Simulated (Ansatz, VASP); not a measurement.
# Na in VASP and in Ansatz

INCAR

```
SYSTEM = Na
ALGO     = Fast           ! electronic algorithm
EDIFF    = 1E-6           ! SCF threshold, eV
ENCUT    = 520            ! plane-wave cutoff, eV
GGA      = CA             ! functional
ISIF     = 2              ! what is computed and relaxed
ISMEAR   = 0              ! smearing method
LASPH    = .True.         ! aspherical terms in the spheres
LCHARG   = .False.        ! write CHGCAR
LREAL    = .False.        ! projectors in reciprocal space
LWAVE    = .False.        ! write WAVECAR
NBANDS   = 10             ! bands
NELM     = 100            ! most SCF steps
PREC     = Accurate       ! precision mode
SIGMA    = 0.15           ! smearing width, eV
```

File KPOINTS:

```
k-points
0
Gamma
  20 20 20
  0 0 0
```

The input POSCAR:

```
Na
1.0
   -1.8578294455      1.8578294455      2.7244691458
    1.8578294455     -1.8578294455      2.7244691458
    1.8578294455      1.8578294455     -2.7244691458
Na
1
Direct
    0.0000000000      0.0000000000      0.0000000000
```

Input for Ansatz:

```yaml
crystal:
  lattice:
    - [-1.8578294455, 1.8578294455, 2.7244691458]
    - [1.8578294455, -1.8578294455, 2.7244691458]
    - [1.8578294455, 1.8578294455, -2.7244691458]
  atoms:
    - { symbol: Na, position: [0.0, 0.0, 0.0] }
basis:
  ecutwfc: 420
kpoints:
  mp_grid: { grid: [20, 20, 20] }
hamiltonian:
  xc: lda
scf:
  occupations: { method: gaussian, width: 0.15 }
output:
  forces: true
  stress: true
  eigenvalues: true
```

Alike in both runs: task single point; functional LDA; k mesh 20 × 20 × 20; occupations gaussian, width 0.15 eV; no spin polarisation.

|  | VASP | Ansatz |
| --- | --- | --- |
| version | VASP 6.6.1 | Ansatz 0.2.0 |
| potentials or method | VASP PAW LDA potentials, release 64 (Na_pv), cutoff 520 eV | scalar-relativistic, plane waves, PAW |
| valence electrons in the cell | 7 | 9 |

```tsv
	VASP	Ansatz	Ansatz less VASP
gap on the k mesh at the Fermi level (eV)	none	none	-
pressure (GPa)	-1.0	-0.9	+0.12
traceless stress, the component that is largest in VASP (GPa)	-0.05	-0.05	0.000
```

LDA's correlation is that of Perdew and Zunger in VASP and of Perdew and Wang (1992) in Ansatz. A gap of «none» marks a metal or a gap that the smearing closes. VASP's potentials hold 7 valence electrons a cell and Ansatz's 9, so a difference there can come from the potentials and not from the codes.
